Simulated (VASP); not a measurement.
**Sn: single point with PBE**

Sn:

```
Sn
1.0
     0.00009   -0.00011    3.08993
     6.52583    0.00053   -0.00052
    -3.26247    5.65187    0.00072
Sn
4
Direct
  0.49716 0.99959 0.99998
  0.50093 0.00041 0.50010
  0.49482 0.49972 0.00003
  0.50708 0.50028 0.49990
```

```
Program             : VASP 6.6.1
Task                : single point
Functional          : PBE
Potentials or basis : VASP PAW PBE potentials, release 64 (Sn_d)
Cutoff              : 520 eV
k mesh              : 8 × 6 × 6
Occupations         : gaussian, width 0.2 eV
Spin                : no spin polarisation
```

| Property | Result |
| --- | --- |
| Pressure | 0.0 GPa |
| Band gap on the k mesh | zero (bands 28 and 29 overlap by 4.86 eV) |

Forces in eV/Å, atoms in the order of the input:
```
Sn   0.002  0.000  0.001
Sn  -0.001  0.000  0.000
Sn   0.001  0.000  0.001
Sn  -0.001  0.001 -0.002
```

Stress tensor (GPa, compression positive):
```
-0.06  0.00  0.00
 0.00 -0.06  0.00
 0.00  0.00  0.06
```

Levels at points of the mesh, in eV from the Fermi level:
```csv
k point,band 25,band 26,band 27,band 28,band 29,band 30,band 31,band 32
"(0.00, 0.00, 0.00)",-4.45,-4.45,-4.44,3.28,3.28,3.28,5.00,6.82
"(0.50, 0.00, 0.00)",-3.70,-2.12,-2.12,-2.12,-1.54,-1.54,-1.54,3.05
"(0.00, 0.50, 0.00)",-2.29,-2.29,-0.56,-0.56,0.68,0.68,4.59,4.59
"(0.00, 0.00, 0.50)",-2.29,-2.28,-0.57,-0.55,0.68,0.68,4.59,4.59
"(0.50, 0.50, 0.00)",-3.54,-3.54,-1.68,-1.68,0.39,0.39,1.87,1.88
"(0.50, 0.00, 0.50)",-3.54,-3.54,-1.69,-1.67,0.39,0.39,1.86,1.89
"(0.00, 0.50, 0.50)",-2.29,-2.29,-0.56,-0.56,0.69,0.69,4.59,4.59
"(0.50, 0.50, 0.50)",-3.54,-3.54,-1.68,-1.68,0.39,0.39,1.87,1.88
```

It took 11 min on 1 thread of Intel Xeon 8259CL, with other jobs on the host, peak memory 0.54 GiB.

Caveat: spin-orbit coupling is left out, which moves the levels of the heavy elements.
